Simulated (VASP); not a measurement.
# P (Fd-3m) in VASP: notebook

P is run at these levels: PBE; tasks: single point.

Everything below comes from runs of VASP 6.6.1. Logs are shortened: lines on timing, memory, paths and dates and some standing lists are left out, and cuts for length are marked.

**1. The cell of the first run**

It takes space group Fd-3m (No. 227, cubic). The conventional cell has a = 5.299 Å, b = 5.299 Å, c = 5.299 Å, α = 90.00°, β = 90.00°, γ = 90.00°. P (site symmetry -43m) has 4 P at 2.29 Å within 3.0 Å.

**2. Single point, PBE (volume scaled by 0.9)**

Contents of INCAR:

```
  PREC = Accurate
  ENCUT = 520
  EDIFF = 1E-6
  ISMEAR = -1
  SIGMA = 0.1
  LREAL = F
  LASPH = T
  NELM = 80
  ALGO = Normal
  ISIF = 2
  LWAVE = F
  LCHARG = F
  GGA = PE
  NBANDS = 12
```

Contents of KPOINTS:

```
regular mesh
0
Gamma
  12 12 12
```

Contents of POSCAR:

```
P
1.0
    0.0000000000      2.6494133630      2.6494133630
    2.6494133630      0.0000000000      2.6494133630
    2.6494133630      2.6494133630      0.0000000000
P
2
Direct
   -0.1250000000     -0.1250000000     -0.1250000000
    0.1250000000      0.1250000000      0.1250000000
```

Potentials or basis: VASP PAW PBE potentials, release 64 (P).

The run is started by

```console
$ cat potpaw_PBE.64/P/POTCAR > POTCAR
$ mpirun -np 1 vasp_std > vasp.out
```

OUTCAR:

```text
PREC = Accurate
   ENCUT = 520
   EDIFF = 1E-6
   ISMEAR = -1
   LREAL = F
   LASPH = T
   NELM = 80
   ISIF = 2
   GGA = PE

 ion  position               nearest neighbor table
   1  0.875  0.875  0.875-   2 2.29   2 2.29   2 2.29   2 2.29
   2  0.125  0.125  0.125-   1 2.29   1 2.29   1 2.29   1 2.29

  LATTYP: Found a face centered cubic cell.
 ALAT       =     5.2988267260

  Lattice vectors:

 A1 = (   0.0000000000,   2.6494133630,   2.6494133630)
 A2 = (   2.6494133630,   0.0000000000,   2.6494133630)
 A3 = (   2.6494133630,   2.6494133630,   0.0000000000)

Analysis of symmetry for initial positions (statically):
=====================================================================
 Subroutine PRICEL returns:
 Original cell was already a primitive cell.

 Routine SETGRP: Setting up the symmetry group for a
 face centered cubic supercell.

 Subroutine GETGRP returns: Found 48 space group operations
 (whereof 12 operations were pure point group operations)
 out of a pool of 48 trial point group operations.

The static configuration has the point symmetry D_3d.
 The point group associated with its full space group is O_h .

Analysis of symmetry for dynamics (positions and initial velocities):
=====================================================================
 Subroutine PRICEL returns:
 Original cell was already a primitive cell.

 Routine SETGRP: Setting up the symmetry group for a
 face centered cubic supercell.

 Subroutine GETGRP returns: Found 48 space group operations
 (whereof 12 operations were pure point group operations)
 out of a pool of 48 trial point group operations.

The dynamic configuration has the point symmetry D_3d.
 The point group associated with its full space group is O_h .

 Subroutine INISYM returns: Found 48 space group operations
 (whereof 12 operations are pure point group operations),
 and found     1 'primitive' translations

----------------------------------------------------------------------------------------

                                     Primitive cell

  volume of cell :      37.1945

  direct lattice vectors                    reciprocal lattice vectors
     0.000000000  2.649413363  2.649413363    -0.188721023  0.188721023  0.188721023
     2.649413363  0.000000000  2.649413363     0.188721023 -0.188721023  0.188721023
     2.649413363  2.649413363  0.000000000     0.188721023  0.188721023 -0.188721023

  length of vectors
[... 84 lines left out ...]
   EDIFFG = 0.1E-04   stopping-criterion for IOM
   NSW    =      0    number of steps for IOM
   IBRION =     -1    ionic relax: 0-MD 1-quasi-New 2-CG
   NFREE  =      0    steps in history (QN), initial steepest desc. (CG)
   ISIF   =      2    stress and relaxation
   ISYM   =      2    0-nonsym 1-usesym 2-fastsym
   POTIM  = 0.5000    time-step for ionic-motion
   TEBEG  =    0.0;   TEEND  =   0.0 temperature during run
   PSTRESS=    0.0 pullay stress
   NELECT =      10.0000    total number of electrons
   NUPDOWN=      -1.0000    fix difference up-down
   EMIN   =  10.00;   EMAX   =-10.00  energy-range for DOS
   EFERMI =   0.00;   METHOD = LEGACY
   ISMEAR =    -1;   SIGMA  =   0.10  broadening in eV -4-tet -1-fermi 0-gaus
   EFERMI_NEDOS =   21; number of points for ismear=-14 and -15
   IALGO  =     38    algorithm
   IMIX   =      4    mixing-type and parameters
     AMIX     =   0.40;   BMIX     =  1.00
     AMIX_MAG =   1.60;   BMIX_MAG =  1.00
  volume/ion in A,a.u.               =      18.60       125.50
  Fermi-wavevector in a.u.,A,eV,Ry     =   1.056611  1.996705 15.189908  1.116427
  Thomas-Fermi vector in A             =   2.191853
   LORBIT       =      0    0 simple, 1 ext, 2 COOP (PROOUT), +10 PAW based schemes
   GGA     = PE    functional components
   LHFCALC =     F    Hartree Fock is set to
   AEXX    =    0.0000 exact exchange contribution
   IVDW    =     0    specifies the selected vdW correction
   LEPSILON=     F    determine dielectric tensor
   LRPA    =     F    only Hartree local field effects (RPA)
 non-spin polarized calculation
  energy-cutoff  :      520.00
  volume of cell :       37.19
 maximum number of plane-waves:      1018
   NGX = 13   NGY = 13   NGZ = 13

 number of electron      10.0000000 magnetization

 Free energy of the ion-electron system (eV)
  ---------------------------------------------------
  ext. energy  EPLUGINS =         0.00000000
  ---------------------------------------------------
  free energy    TOTEN  =        -9.60841675 eV

  energy without entropy =       -9.57999484  energy(sigma->0) =       -9.59420579

 E-fermi :   7.1894     XC(G=0):  -9.9709

 val. band max:        7.0657383222   @ k =   0.1667   0.1667   0.0000
 cond. band min:       7.2063658057   @ k =   0.4167   0.3333   0.0833
 fundamental gap:      0.1406274835
 Fermi energy:         7.1894348045

 k-point     1 :       0.0000    0.0000    0.0000
  band No.  band energies     occupation
      1      -8.7842      2.00000
      2       3.7582      2.00000
      3       3.7582      2.00000
      4       3.7582      2.00000
      5       4.5067      2.00000
      6       7.0374      1.64121
      7       7.0374      1.64121
      8       7.0374      1.64121
      9      13.3066      0.00000
     10      13.7599      0.00000
     11      13.7599      0.00000
     12      17.4913      0.00000
[... 331 lines left out ...]
 k-point    24 :      -0.4167    0.1667    0.0000
  band No.  band energies     occupation
      1      -6.4237      2.00000
      2      -3.3692      2.00000
      3       1.0221      2.00000
      4       2.3178      2.00000
      5       6.2607      1.99981
      6       8.5375      0.00000
      7       9.1980      0.00000
      8      12.3479      0.00000
      9      13.3844      0.00000
     10      14.4258      0.00000
     11      17.0783      0.00000
     12      17.8674      0.00000

 [... further k-points ...]
[... 5 lines left out ...]
  --------------------------------------------------------------------------------------
  -------------------------------------------------------------------------------------
  Total        1.2546307      1.2546307      1.2546307     -0.0000000     -0.0000000     -0.0000000
  in kB       54.0439805     54.0439805     54.0439805     -0.0000000     -0.0000000     -0.0000000
  external PRESSURE =      54.0439805 kB  Pullay stress =       0.0000000 kB

 VOLUME and BASIS-vectors are now :
 -----------------------------------------------------------------------------
  energy-cutoff  :      520.00
  volume of cell :       37.19
      direct lattice vectors                 reciprocal lattice vectors
     0.000000000  2.649413363  2.649413363    -0.188721023  0.188721023  0.188721023
     2.649413363  0.000000000  2.649413363     0.188721023 -0.188721023  0.188721023
     2.649413363  2.649413363  0.000000000     0.188721023  0.188721023 -0.188721023

 POSITION                                       TOTAL-FORCE (eV/Angst)
 -----------------------------------------------------------------------------------
      4.63647      4.63647      4.63647        -0.000000     -0.000000     -0.000000
      0.66235      0.66235      0.66235         0.000000      0.000000      0.000000
 -----------------------------------------------------------------------------------
    total drift:                               -0.000000     -0.000000     -0.000000

  FREE ENERGIE OF THE ION-ELECTRON SYSTEM (eV)
  ---------------------------------------------------
  free  energy   TOTEN  =        -9.6084167474 eV

  energy  without entropy=       -9.5799948425  energy(sigma->0) =       -9.59420579
```

OSZICAR:

```text
N       E                     dE             d eps       ncg     rms          rms(c)
DAV:   1     0.189825403283E+02    0.18983E+02   -0.41257E+03  1728   0.691E+02
DAV:   2    -0.859401332844E+01   -0.27577E+02   -0.26245E+02  2344   0.110E+02
DAV:   3    -0.967121314546E+01   -0.10772E+01   -0.10675E+01  2256   0.199E+01
DAV:   4    -0.968037632723E+01   -0.91632E-02   -0.91601E-02  2084   0.218E+00
DAV:   5    -0.968048611784E+01   -0.10979E-03   -0.10979E-03  2280   0.226E-01    0.858E+00
DAV:   6    -0.963240939671E+01    0.48077E-01   -0.18988E-02  2100   0.685E-01    0.512E+00
DAV:   7    -0.960852262064E+01    0.23887E-01   -0.36170E-02  2084   0.992E-01    0.969E-02
DAV:   8    -0.960840824652E+01    0.11437E-03   -0.21464E-03  2012   0.277E-01    0.389E-02
DAV:   9    -0.960841355186E+01   -0.53053E-05   -0.37991E-05  2168   0.423E-02    0.236E-02
DAV:  10    -0.960841699646E+01   -0.34446E-05   -0.31405E-06  2048   0.120E-02    0.518E-03
DAV:  11    -0.960841674742E+01    0.24903E-06   -0.33980E-07  1236   0.356E-03
   1 F= -.96084167E+01 E0= -.95942058E+01  d E =-.284219E-01
```

Run time: 38 s. Hardware: 1 thread of AMD EPYC 7R43 (Zen 3), shared host; peak memory 0.12 GiB.

What came out:

| Item | Value |
| --- | --- |
| Free energy | -9.6084 eV |
| Pressure | 5.4 GPa |
| Band gap on the k mesh | zero (band 5 reaches 8.92 eV, above the bottom of band 6 at 5.67 eV) |

Caveat: the cell differs from its parent crystal (volume scaled by 0.9).

**3. Single point, PBE**

This run uses another cell than the first one, of 20.66 Å³/atom, 1.111 times its volume.

Contents of INCAR:

```
PREC     = Accurate       # precision mode
ENCUT    = 520            # plane-wave cutoff, eV
EDIFF    = 1E-6           # SCF threshold, eV
ISMEAR   = -1             # smearing method
SIGMA    = 0.1            # smearing width, eV
LREAL    = False          # projectors in reciprocal space
LASPH    = True           # aspherical terms in the spheres
NELM     = 100            # most SCF steps
ALGO     = Normal         # electronic algorithm
ISIF     = 2              # what is computed and relaxed
LWAVE    = False          # write WAVECAR
LCHARG   = False          # write CHGCAR
GGA      = PE             # functional
NBANDS   = 12             # bands
```

KPOINTS is that of step 2.

Contents of POSCAR:

```
P
1.0
    0.0000000000      2.7441144411      2.7441144411
    2.7441144411      0.0000000000      2.7441144411
    2.7441144411      2.7441144411      0.0000000000
P
2
Direct
   -0.1250000000     -0.1250000000     -0.1250000000
    0.1250000000      0.1250000000      0.1250000000
```

Potentials or basis: VASP PAW PBE potentials, release 64 (P).

The run is started by

```console
$ cat potpaw_PBE.64/P/POTCAR > POTCAR
$ mpirun -np 1 vasp_std > vasp.out
```

It took 44 s on 1 thread of AMD EPYC 7R43 (Zen 3), shared host; peak memory 0.13 GiB.

Results (log left out):

* Free energy: -9.6727 eV
* Pressure: -0.1 GPa
* Band gap on the k mesh: zero (band 5 reaches 7.42 eV, above the bottom of band 6 at 4.75 eV)

Levels at points of the mesh, in eV from the Fermi level:
```tsv
k point	band 3	band 4	band 5	band 6	band 7	band 8
(0.00, 0.00, 0.00)	-3.07	-3.07	-3.07	0.05	0.05	0.05
(0.50, 0.00, 0.00)	-4.10	-4.10	-2.41	1.31	1.31	5.64
(0.50, 0.50, 0.00)	-5.37	-5.37	-1.17	-1.17	5.69	5.69
```
